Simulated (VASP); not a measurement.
## MgB2: single point with PBE

Crystal: MgB2.

```xyz
3
Lattice="3.2110 0.0000 0.0000 -1.6055 2.7808 0.0000 0.0000 0.0000 3.4365" Properties=species:S:1:pos:R:3 pbc="T T T"
Mg    0.0000    0.0000    0.0000
B     1.6055    0.9269    1.7182
B     0.0000    1.8539    1.7182
```

This cell differs from its parent crystal: biaxial strain in the a-b plane: +4.5 %.

| Property | Result |
| --- | --- |
| Program | VASP 6.6.1 |
| Task | single point |
| Functional | PBE |
| Potentials or basis | VASP PAW PBE potentials, release 64 (Mg, B) |
| Cutoff | 520 eV |
| k mesh | 15 × 15 × 12 |
| Occupations | gaussian, width 0.1 eV |
| Spin | no spin polarisation |
| Dipole correction | no |
| Further INCAR settings | ALGO = Normal; EDIFF = 1e-07; NBANDS = 11 |

```yaml
Pressure: -10.8 GPa
Band_gap_on_the_k_mesh: zero (band 4 reaches 6.95 eV, above the bottom of band 5 at 2.85 eV)
```

Stress tensor (GPa, compression positive):
```
-17.29   0.00   0.00
  0.00 -17.29   0.00
  0.00   0.00   2.19
```

Levels at points of the mesh, in eV from the Fermi level:
| k point | band 2 | band 3 | band 4 | band 5 | band 6 | band 7 |
| --- | --- | --- | --- | --- | --- | --- |
| (0.00, 0.00, 0.00) | -2.13 | 0.04 | 0.04 | 2.60 | 5.44 | 5.44 |
| (0.00, 0.00, 0.50) | -6.95 | 0.51 | 0.51 | 5.92 | 5.92 | 6.93 |

Run time: 16 s on 1 thread of Intel(R) Xeon(R) 6975P-C (Granite Rapids) (shared host), peak memory 0.19 GiB.

Caveat: the cell differs from its parent crystal (biaxial strain in the a-b plane: +4.5 %).
